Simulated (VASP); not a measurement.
Set up this calculation in VASP 6.6.1, as the native input.

```yaml
Task: relaxation of shape and atoms at fixed volume
Functional: r2SCAN
Potentials_or_basis: VASP PAW PBE potentials, release 64 (Zn, S)
Cutoff: 600 eV
k_mesh: 9 × 9 × 4
Occupations: gaussian, width 0.02 eV
Spin: no spin polarisation
Dipole_correction: no
Further_INCAR_settings: ALGO = Normal; EDIFF = 1e-06; IBRION = 2; EDIFFG = -0.01; NSW = 50; ISIF = 4
```

The system is ZnS.

```
Zn S
1.0
     3.76782    0.00000    0.00000
    -1.88391    3.26302    0.00000
     0.00000    0.00000    6.18330
Zn S
2 2
Direct
  0.33333 0.66667 0.00539
  0.66667 0.33333 0.50539
  0.33333 0.66667 0.37961
  0.66667 0.33333 0.87961
```

These files were run (other wordings do the same):

POSCAR

```
ZnS
1.0
    3.7678163631      0.0000000000      0.0000000000
   -1.8839081816      3.2630246872      0.0000000000
    0.0000000000      0.0000000000      6.1833007486
Zn S
2 2
Direct
    0.3333333333      0.6666666667      0.0053936192
    0.6666666667      0.3333333333      0.5053936192
    0.3333333333      0.6666666667      0.3796063808
    0.6666666667      0.3333333333      0.8796063808
```

INCAR.step1

```
SYSTEM = ZnS
PREC = Accurate
ENCUT = 600
ISMEAR = 0
SIGMA = 0.02
LREAL = .False.
LASPH = .True.
NELM = 100
GGA = PE
ALGO = Normal
EDIFF = 1E-4
LWAVE = .True.
LCHARG = .False.
```

INCAR.step2

```
SYSTEM = ZnS
PREC = Accurate
ENCUT = 600
EDIFF = 1E-6
ISMEAR = 0
SIGMA = 0.02
LREAL = .False.
LASPH = .True.
NELM = 100
ALGO = Normal
ISIF = 4
LWAVE = .False.
LCHARG = .False.
METAGGA = R2SCAN
LMIXTAU = .True.
IBRION = 2
NSW = 50
EDIFFG = -0.01
ISTART = 1
```

KPOINTS

```
Automatic mesh
0
Gamma
  9 9 4
  0 0 0
```

Potentials or basis: VASP PAW PBE potentials, release 64 (Zn, S).

Launch:

```console
$ cat potpaw_PBE.64/Zn/POTCAR potpaw_PBE.64/S/POTCAR > POTCAR
$ cp INCAR.step1 INCAR
$ mpirun -np 1 vasp_std > vasp.out
$ cp INCAR.step2 INCAR
$ mpirun -np 1 vasp_std > vasp.out
```

It gave:

```yaml
Pressure_after_relaxing: 2.6 GPa
Largest_force_after_relaxing: 0.009 eV/Å
Band_gap_on_the_k_mesh: 2.93 eV
```

Caveat: the relaxation stopped at its first step, so nothing moved; the PAW data sets were made with another functional, which shifts forces and pressure a little.

Run time: 5.8 min on 1 thread of Intel(R) Xeon(R) Platinum 8259CL CPU @ 2.50GHz (Skylake/Cascade Lake) (shared host), peak memory 0.25 GiB.
